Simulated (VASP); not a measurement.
# W (Fd-3m) in VASP: a series of runs

The runs below take W through single point, with PBEsol.

Program: VASP 6.6.1. These are calculated values, not measurements. Logs are shortened: lines on timing, memory, paths and dates and some standing lists are left out, and cuts for length are marked.

## Step 1: The cell of the first run

Symmetry: Fd-3m, No. 227, cubic system. Conventional cell: a = 5.600 Å, b = 5.600 Å, c = 5.600 Å, α = 90.00°, β = 90.00°, γ = 90.00°. Within 3.2 Å of W (site symmetry -43m) lie 4 W at 2.42 Å.

## Step 2: Single point, PBEsol (volume scaled by 0.92)

INCAR

```
SYSTEM = W
PREC = Accurate ; ENCUT = 520
EDIFF = 1E-6 ; ISMEAR = -1
SIGMA = 0.1 ; LREAL = .False.
LASPH = .True. ; NELM = 100
ALGO = Normal ; ISIF = 2
LWAVE = .False. ; LCHARG = .True.
GGA = PS ; LELF = .True.
LVHAR = .True. ; NBANDS = 21
```

KPOINTS

```
regular mesh
0
Gamma
  14 14 14
  0 0 0
```

POSCAR

```
W
1.0
    0.0000000000      2.8000418350      2.8000418350
    2.8000418350      0.0000000000      2.8000418350
    2.8000418350      2.8000418350      0.0000000000
W
2
Direct
   -0.1250000000     -0.1250000000     -0.1250000000
    0.1250000000      0.1250000000      0.1250000000
```

Potentials or basis: VASP PAW PBE potentials, release 64 (W_sv).

Run with:

```bash
> cat potpaw_PBE.64/W_sv/POTCAR > POTCAR
> mpirun -np 1 vasp_std > vasp.out
```

OUTCAR:

```text
SYSTEM = W
   PREC = Accurate
   ENCUT = 520
   EDIFF = 1E-6
   ISMEAR = -1
   LREAL = .False.
   LASPH = .True.
   NELM = 100
   ISIF = 2
   GGA = PS

 ion  position               nearest neighbor table
   1  0.875  0.875  0.875-   2 2.42   2 2.42   2 2.42   2 2.42
   2  0.125  0.125  0.125-   1 2.42   1 2.42   1 2.42   1 2.42

  LATTYP: Found a face centered cubic cell.
 ALAT       =     5.6000836700

  Lattice vectors:

 A1 = (   0.0000000000,   2.8000418350,   2.8000418350)
 A2 = (   2.8000418350,   0.0000000000,   2.8000418350)
 A3 = (   2.8000418350,   2.8000418350,   0.0000000000)

Analysis of symmetry for initial positions (statically):
=====================================================================
 Subroutine PRICEL returns:
 Original cell was already a primitive cell.

 Routine SETGRP: Setting up the symmetry group for a
 face centered cubic supercell.

 Subroutine GETGRP returns: Found 48 space group operations
 (whereof 12 operations were pure point group operations)
 out of a pool of 48 trial point group operations.

The static configuration has the point symmetry D_3d.
 The point group associated with its full space group is O_h .

Analysis of symmetry for dynamics (positions and initial velocities):
=====================================================================
 Subroutine PRICEL returns:
 Original cell was already a primitive cell.

 Routine SETGRP: Setting up the symmetry group for a
 face centered cubic supercell.

 Subroutine GETGRP returns: Found 48 space group operations
 (whereof 12 operations were pure point group operations)
 out of a pool of 48 trial point group operations.

The dynamic configuration has the point symmetry D_3d.
 The point group associated with its full space group is O_h .

 Subroutine INISYM returns: Found 48 space group operations
 (whereof 12 operations are pure point group operations),
 and found     1 'primitive' translations

----------------------------------------------------------------------------------------

                                     Primitive cell

  volume of cell :      43.9060

  direct lattice vectors                    reciprocal lattice vectors
     0.000000000  2.800041835  2.800041835    -0.178568761  0.178568761  0.178568761
     2.800041835  0.000000000  2.800041835     0.178568761 -0.178568761  0.178568761
     2.800041835  2.800041835  0.000000000     0.178568761  0.178568761 -0.178568761

  length of vectors
     3.959857138  3.959857138  3.959857138     0.309290166  0.309290166  0.309290166

  position of ions in fractional coordinates (direct lattice)
     0.875000000  0.875000000  0.875000000
     0.125000000  0.125000000  0.125000000

  ion indices of the primitive-cell ions
   primitive index   ion index
                 1           1
                 2           2

----------------------------------------------------------------------------------------

 KPOINTS: regular mesh

Automatic generation of k-mesh.
 Grid dimensions read from file:
 generate k-points for:   14   14   14

 Generating k-lattice:

  Cartesian coordinates                     Fractional coordinates (reciprocal lattice)
    -0.012754911  0.012754911  0.012754911     0.071428571  0.000000000  0.000000000
     0.012754911 -0.012754911  0.012754911     0.000000000  0.071428571  0.000000000
     0.012754911  0.012754911 -0.012754911     0.000000000  0.000000000  0.071428571

  Length of vectors
     0.022092155  0.022092155  0.022092155

  Shift w.r.t. Gamma in fractional coordinates (k-lattice)
     0.000000000  0.000000000  0.000000000

 Subroutine IBZKPT returns following result:
 ===========================================

 Found    104 irreducible k-points:

 Following reciprocal coordinates:
            Coordinates               Weight
  0.000000  0.000000  0.000000      1.000000
  0.071429  0.000000  0.000000      8.000000
  0.142857  0.000000  0.000000      8.000000
  0.214286  0.000000  0.000000      8.000000
  0.285714  0.000000  0.000000      8.000000
  0.357143  0.000000  0.000000      8.000000
[... 16 lines left out ...]
  0.214286  0.142857  0.000000     24.000000
  0.285714  0.142857  0.000000     24.000000
 [... further k-points ...]
   k-points           NKPTS =    104   k-points in BZ     NKDIM =    104   number of bands    NBANDS=     21
   number of dos      NEDOS =    301   number of ions     NIONS =      2
   total plane-waves  NPLWV =  27000
   dimension x,y,z NGX =    30 NGY =   30 NGZ =   30
   dimension x,y,z NGXF=    60 NGYF=   60 NGZF=   60
   ions per type =               2
   NGX,Y,Z   is equivalent  to a cutoff of  12.59, 12.59, 12.59 a.u.
   NGXF,Y,Z  is equivalent  to a cutoff of  25.19, 25.19, 25.19 a.u.
 SYSTEM =  W
   PREC   = accura    normal or accurate (medium, high low for compatibility)
   ISTART =      0    job   : 0-new  1-cont  2-samecut
   ICHARG =      2    charge: 1-file 2-atom 10-const
   ISPIN  =      1    spin polarized calculation?
   LNONCOLLINEAR =      F non collinear calculations
   LSORBIT =      F    spin-orbit coupling
   LASPH  =      T    aspherical Exc in radial PAW
   ENCUT  =  520.0 eV  38.22 Ry    6.18 a.u.   7.36  7.36  7.36*2*pi/ulx,y,z
   NELM   =    100;   NELMIN=  2; NELMDL= -5     # of ELM steps
   EDIFF  = 0.1E-05   stopping-criterion for ELM
   LREAL  =      F    real-space projection
   EDIFFG = 0.1E-04   stopping-criterion for IOM
   NSW    =      0    number of steps for IOM
   IBRION =     -1    ionic relax: 0-MD 1-quasi-New 2-CG
   NFREE  =      0    steps in history (QN), initial steepest desc. (CG)
   ISIF   =      2    stress and relaxation
   ISYM   =      2    0-nonsym 1-usesym 2-fastsym
   POTIM  = 0.5000    time-step for ionic-motion
   TEBEG  =    0.0;   TEEND  =   0.0 temperature during run
   PSTRESS=    0.0 pullay stress
   NELECT =      28.0000    total number of electrons
   NUPDOWN=      -1.0000    fix difference up-down
   EMIN   =  10.00;   EMAX   =-10.00  energy-range for DOS
   EFERMI =   0.00;   METHOD = LEGACY
   ISMEAR =    -1;   SIGMA  =   0.10  broadening in eV -4-tet -1-fermi 0-gaus
   EFERMI_NEDOS =   21; number of points for ismear=-14 and -15
   IALGO  =     38    algorithm
   IMIX   =      4    mixing-type and parameters
     AMIX     =   0.40;   BMIX     =  1.00
     AMIX_MAG =   1.60;   BMIX_MAG =  1.00
  volume/ion in A,a.u.               =      21.95       148.15
  Fermi-wavevector in a.u.,A,eV,Ry     =   1.409136  2.662881 27.016612  1.985665
  Thomas-Fermi vector in A             =   2.531223
   LORBIT       =      0    0 simple, 1 ext, 2 COOP (PROOUT), +10 PAW based schemes
   GGA     = PS    functional components
   LHFCALC =     F    Hartree Fock is set to
   AEXX    =    0.0000 exact exchange contribution
   IVDW    =     0    specifies the selected vdW correction
   LEPSILON=     F    determine dielectric tensor
   LRPA    =     F    only Hartree local field effects (RPA)
 non-spin polarized calculation
  energy-cutoff  :      520.00
  volume of cell :       43.91
 maximum number of plane-waves:      1243
 NGX is ok and might be reduce to    30
   NGX = 15   NGY = 15   NGZ = 15

 number of electron      28.0000003 magnetization

 Free energy of the ion-electron system (eV)
  ---------------------------------------------------
  ext. energy  EPLUGINS =         0.00000000
  ---------------------------------------------------
  free energy    TOTEN  =       -21.82839758 eV

  energy without entropy =      -21.74742483  energy(sigma->0) =      -21.78791120

 E-fermi :   6.2868     XC(G=0): -11.5268

 val. band max:        6.2823066153   @ k =   0.2857   0.2143   0.0000
 cond. band min:       6.2868511829   @ k =   0.4286   0.3571   0.0000
 fundamental gap:      0.0045445677
 Fermi energy:         6.2867593591

 k-point     1 :       0.0000    0.0000    0.0000
  band No.  band energies     occupation
      1     -66.8136      2.00000
      2     -66.3163      2.00000
      3     -31.5556      2.00000
      4     -31.5556      2.00000
      5     -31.5556      2.00000
      6     -30.3018      2.00000
[... 13 lines left out ...]
     20      17.3313      0.00000
     21      17.9736      0.00000

 k-point     2 :       0.0714    0.0000    0.0000
  band No.  band energies     occupation
      1     -66.8090      2.00000
      2     -66.3210      2.00000
      3     -31.5634      2.00000
      4     -31.5634      2.00000
      5     -31.5549      2.00000
      6     -30.3029      2.00000
[... 13 lines left out ...]
     20      17.0865      0.00000
     21      18.1708      0.00000

 k-point     3 :       0.1429    0.0000    0.0000
  band No.  band energies     occupation
      1     -66.7957      2.00000
      2     -66.3349      2.00000
      3     -31.5848      2.00000
      4     -31.5848      2.00000
      5     -31.5532      2.00000
      6     -30.3059      2.00000
[... 13 lines left out ...]
     20      16.7654      0.00000
     21      18.2202      0.00000

 k-point     4 :       0.2143    0.0000    0.0000
  band No.  band energies     occupation
      1     -66.7749      2.00000
      2     -66.3564      2.00000
      3     -31.6145      2.00000
      4     -31.6145      2.00000
      5     -31.5512      2.00000
      6     -30.3096      2.00000
[... 13 lines left out ...]
     20      16.5587      0.00000
     21      16.6110      0.00000

 k-point     5 :       0.2857    0.0000    0.0000
  band No.  band energies     occupation
      1     -66.7490      2.00000
      2     -66.3832      2.00000
      3     -31.6458      2.00000
      4     -31.6458      2.00000
      5     -31.5497      2.00000
      6     -30.3128      2.00000
[... 13 lines left out ...]
     20      14.7255      0.00000
     21      16.4981      0.00000
[... 382 lines left out ...]
     20      16.8943      0.00000
     21      18.3530      0.00000

 k-point    22 :       0.1429    0.1429    0.0000
  band No.  band energies     occupation
      1     -66.7894      2.00000
      2     -66.3414      2.00000
      3     -31.6189      2.00000
      4     -31.6189      2.00000
      5     -31.4956      2.00000
      6     -30.3686      2.00000
[... 13 lines left out ...]
     20      16.6083      0.00000
     21      18.8196      0.00000

 k-point    23 :       0.2143    0.1429    0.0000
  band No.  band energies     occupation
      1     -66.7736      2.00000
      2     -66.3578      2.00000
      3     -31.6499      2.00000
      4     -31.6494      2.00000
      5     -31.4684      2.00000
      6     -30.3983      2.00000
[... 13 lines left out ...]
     20      16.5235      0.00000
     21      17.5704      0.00000

 k-point    24 :       0.2857    0.1429    0.0000
  band No.  band energies     occupation
      1     -66.7510      2.00000
      2     -66.3812      2.00000
      3     -31.6863      2.00000
      4     -31.6804      2.00000
      5     -31.4445      2.00000
      6     -30.4231      2.00000
[... 13 lines left out ...]
     20      15.7656      0.00000
     21      16.5996      0.00000

 [... further k-points ...]
[... 5 lines left out ...]
  --------------------------------------------------------------------------------------
  -------------------------------------------------------------------------------------
  Total        3.7919194      3.7919194      3.7919194     -0.0000000      0.0000000     -0.0000000
  in kB      138.3713340    138.3713340    138.3713340     -0.0000000      0.0000000     -0.0000000
  external PRESSURE =     138.3713340 kB  Pullay stress =       0.0000000 kB

 VOLUME and BASIS-vectors are now :
 -----------------------------------------------------------------------------
  energy-cutoff  :      520.00
  volume of cell :       43.91
      direct lattice vectors                 reciprocal lattice vectors
     0.000000000  2.800041835  2.800041835    -0.178568761  0.178568761  0.178568761
     2.800041835  0.000000000  2.800041835     0.178568761 -0.178568761  0.178568761
     2.800041835  2.800041835  0.000000000     0.178568761  0.178568761 -0.178568761

 POSITION                                       TOTAL-FORCE (eV/Angst)
 -----------------------------------------------------------------------------------
      4.90007      4.90007      4.90007         0.000000     -0.000000      0.000000
      0.70001      0.70001      0.70001        -0.000000      0.000000     -0.000000
 -----------------------------------------------------------------------------------
    total drift:                               -0.000000      0.000000      0.000000

  FREE ENERGIE OF THE ION-ELECTRON SYSTEM (eV)
  ---------------------------------------------------
  free  energy   TOTEN  =       -21.8283975779 eV

  energy  without entropy=      -21.7474248294  energy(sigma->0) =      -21.78791120
```

It took 76 s on 1 thread of Intel Xeon Platinum 8259CL at 2.50GHz (Skylake/Cascade Lake), shared host; peak memory 0.22 GiB.

What came out:

- Free energy: -21.8284 eV
- Pressure: 13.8 GPa
- Band gap on the k mesh: zero (band 14 reaches 6.87 eV, above the bottom of band 15 at 5.88 eV)

Caveat: the PAW data sets were made with another functional, which shifts forces and pressure a little; spin-orbit coupling is left out, which moves the levels of the heavy elements.

## Step 3: Single point, PBEsol (volume scaled by 0.92)

INCAR

```
  PREC = Accurate
  ENCUT = 520
  EDIFF = 1E-6
  ISMEAR = -1
  SIGMA = 0.1
  LREAL = False
  LASPH = True
  NELM = 60
  ALGO = Normal
  ISIF = 2
  LWAVE = False
  LCHARG = False
  GGA = PS
  NBANDS = 21
```

KPOINTS

```
regular mesh
0
Gamma
  14 14 14
```

POSCAR is that of step 2.

Potentials or basis: VASP PAW PBE potentials, release 64 (W_sv).

Run with:

```bash
> cat potpaw_PBE.64/W_sv/POTCAR > POTCAR
> mpirun -np 1 vasp_std > vasp.out
```

Wall time 68 s (1 thread of Intel Xeon Platinum 8259CL at 2.50GHz (Skylake/Cascade Lake), shared host); peak memory 0.22 GiB.

Results (log left out):

```yaml
Free_energy: -21.8284 eV
Pressure: 13.8 GPa
Band_gap_on_the_k_mesh: zero (band 14 reaches 6.87 eV, above the bottom of band 15 at 5.88 eV)
```

Levels at points of the mesh, in eV from the Fermi level:
```csv
k point,band 10,band 11,band 12,band 13,band 14,band 15,band 16,band 17,band 18,band 19
"(0.00, 0.00, 0.00)",-2.34,-2.34,-1.23,-1.23,-1.23,1.68,1.68,1.68,6.02,6.02
"(0.50, 0.00, 0.00)",-2.35,-2.09,-2.09,-1.50,-1.50,-0.27,3.04,3.04,4.83,4.83
"(0.50, 0.50, 0.00)",-3.36,-1.42,-1.42,-1.13,-1.13,1.02,1.02,5.09,5.09,5.23
```

Caveat: the PAW data sets were made with another functional, which shifts forces and pressure a little; spin-orbit coupling is left out, which moves the levels of the heavy elements.
